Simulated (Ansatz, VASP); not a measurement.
# Two plane-wave programs on Al3Cu2

```
Al Cu
1.0
     4.09859    0.00000    0.00000
    -2.04929    3.54948    0.00000
     0.00000    0.00000    4.98210
Al Cu
3 2
Direct
  0.00000 0.00000 0.00000
  0.33333 0.66667 0.35151
  0.66667 0.33333 0.64849
  0.33333 0.66667 0.84229
  0.66667 0.33333 0.15771
```

Alike in both runs: functional PBEsol; k mesh 12 × 12 × 8; occupations gaussian, width 0.1 eV; no spin polarisation.

Ansatz relaxed the structure, and its values are those at the end. VASP's run is a single point on that final structure, the one shown.

|  | VASP | Ansatz |
| --- | --- | --- |
| version | VASP 6.6.1 | Ansatz 0.2.0 |
| potentials or method | VASP PAW PBE potentials, release 64 (Al, Cu), cutoff 520 eV | scalar-relativistic, plane waves, PAW |
| valence electrons in the cell | 31 | 47 |

Ansatz gave:

```
gap on the k mesh at the Fermi level (eV) : none
pressure (GPa)                            : 0.0
```

Problem. What did VASP give for the same quantities?

Solution. gap on the k mesh at the Fermi level (eV): none; pressure (GPa): 0.5.

VASP's potentials were made for PBE, not for PBEsol. A gap of «none» marks a metal or a gap that the smearing closes. The functional is the same, so the differences come from potentials, cutoffs and numerics. VASP's potentials hold 31 valence electrons a cell and Ansatz's 47, so a difference there can come from the potentials and not from the codes.
